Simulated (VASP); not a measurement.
A run of VASP 6.6.1 is set up as follows.

INCAR

```
PREC = Accurate
ENCUT = 400
EDIFF = 1E-6
ISMEAR = -1
SIGMA = 0.1982
LREAL = Auto
LASPH = True
NELM = 120
ALGO = Normal
ISIF = 2
LWAVE = False
LCHARG = False
GGA = PE
ISYM = -1
NBANDS = 82
GGA_COMPAT = False
```

KPOINTS

```
explicit points
1
Reciprocal
  0.25000000   0.25000000   0.25000000 1
```

POSCAR

```
TiSi3Ni3Sn
1.0
    6.2479670000     -0.0655450000      0.0346490000
   -0.0655450000      6.3227860000     -0.0372930000
    0.0346490000     -0.0372930000      6.4352010000
Si Ni Sn Ti
6 6 2 2
Direct
    0.5335286231      0.9408678893      0.4006163215
    0.3227483776      0.8663236901      0.7393279403
   -0.1739963787      0.2509221396      0.9456354883
    0.8461186637      0.8871351843      0.6355100279
    0.2630057302      0.2381348591      0.4563602408
    0.0103465791      0.8959941729     -0.0153582130
    0.9077689602      0.5972548517      0.7985385598
    0.6068042611      0.2233245351      0.1983551533
    0.4691316419      0.5551451637      0.4973007193
    0.9548988428      0.1498265231      0.2538867380
    0.1989194031      0.7910582323      0.4439102331
    0.1417765904      0.1452259014      0.7909138335
   -0.0799884559      0.4691156511      0.3919425749
    0.3400760301      0.4676902696      0.9948034691
    0.5635385886      0.8441611889      0.0152685603
    0.6115857003      0.2263451015      0.5918068845
```

Potentials or basis: VASP PAW PBE potentials, release 64 (Si, Ni, Sn_d, Ti_sv).

The run is started by

```bash
$ cat potpaw_PBE.64/Si/POTCAR potpaw_PBE.64/Ni/POTCAR potpaw_PBE.64/Sn_d/POTCAR potpaw_PBE.64/Ti_sv/POTCAR > POTCAR
$ mpirun -np 1 vasp_std > vasp.out
```

What does it give for the pressure?

5.7 GPa.

Predict the largest force.

5.046 eV/Å.

Stress tensor (GPa, compression positive):
```
 5.36 -4.31  2.07
-4.31  7.31 -1.30
 2.07 -1.30  4.48
```

Caveat: the atoms stand as in a frame of molecular dynamics; spin-orbit coupling is left out, which moves the levels of the heavy elements. Spin polarisation is off, so any magnetic state and its effect on volume and gap are missing.
